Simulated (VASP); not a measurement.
Runs of VASP 6.6.1 on TiNb2As3. The structure is that of space group P6/mmm (No. 191), or close to it. The cells are those of the table. 

| task | cell | k mesh | gap on the mesh (eV) | pressure (GPa) | relaxed volume (Å³/atom) |
| --- | --- | --- | --- | --- | --- |
| relaxation of cell and atoms | relaxed from a = 5.928, b = 5.928, c = 3.591 Å, angles 90.0, 90.0, 120.0°, 6 atoms | 3 × 3 × 6 | none | 0.0 | 18.98 |
| single point | a = 5.928, b = 5.928, c = 3.591 Å, angles 90.0, 90.0, 120.0°, 6 atoms | 3 × 3 × 6 | none | 14.8 | - |
| single point | a = 5.645, b = 5.645, c = 4.118 Å, angles 90.0, 90.0, 120.0°, 6 atoms | 3 × 3 × 6 | none | (a) | - |
| relaxation of cell and atoms | relaxed from a = 5.645, b = 5.645, c = 4.118 Å, angles 90.0, 90.0, 120.0°, 6 atoms | 6 × 6 × 4 | none | -0.1 | 18.79 |
| single point | a = 5.540, b = 5.540, c = 4.240 Å, angles 90.0, 90.0, 120.0°, 6 atoms | 6 × 6 × 4 | none | 0.0 | - |

Alike in all rows: level PBE; potentials or basis VASP PAW PBE potentials, release 64 (Ti_sv, Nb_sv, As); no spin polarisation; cutoff (eV) 500; smearing gaussian 0.1 eV.

Task: Fill in the values left out.

Result: (a) 0.2.

Caveats: all runs use coarse meshes.

A k mesh can miss the band edges, and the runs leave out spin-orbit coupling on As, Nb.

A gap of «none» marks levels without a gap at the run's occupations.
